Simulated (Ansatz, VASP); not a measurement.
**Two plane-wave programs on Ta2SiO2**

```
Ta Si O
1.0
     2.92071    0.00000    0.00000
    -1.46035    2.52941    0.00000
     0.00000    0.00000    9.68365
Ta Si O
2 1 2
Direct
  0.66667 0.33333 0.62730
  0.33333 0.66667 0.37270
  0.00000 0.00000 0.00000
  0.33333 0.66667 0.75939
  0.66667 0.33333 0.24061
```

Alike in both runs: task single point; functional PBE; k mesh 6 × 6 × 2; occupations gaussian, width 0.1 eV; collinear spin.

|  | VASP | Ansatz |
| --- | --- | --- |
| version | VASP 6.6.1 | Ansatz 0.2.0 |
| potentials or method | VASP PAW PBE potentials, release 64 (Ta_sv_GW, Si, O), cutoff 600 eV | scalar-relativistic, plane waves, PAW |
| valence electrons in the cell | 42 | 42 |

Ansatz gave:

* gap on the k mesh at the Fermi level (eV): none
* pressure (GPa): 0.1
* traceless stress, the component that is largest in VASP (GPa): 0.42
* rms of the force components (eV/Å): 0.045
* net moment per atom (μB): 0.00

**Question.** Estimate VASP's values.

**Answer.** gap on the k mesh at the Fermi level (eV): none; pressure (GPa): 0.0; traceless stress, the component that is largest in VASP (GPa): 0.37; rms of the force components (eV/Å): 0.067; net moment per atom (μB): 0.00.

Atom by atom the forces differ by 0.023 eV/Å (rms over components). A gap of «none» marks a metal or a gap that the smearing closes. Ansatz's warnings: seeded moment not kept.

The k mesh is coarse, so the values compare programs but aren't converged. Spin-orbit coupling is off throughout.
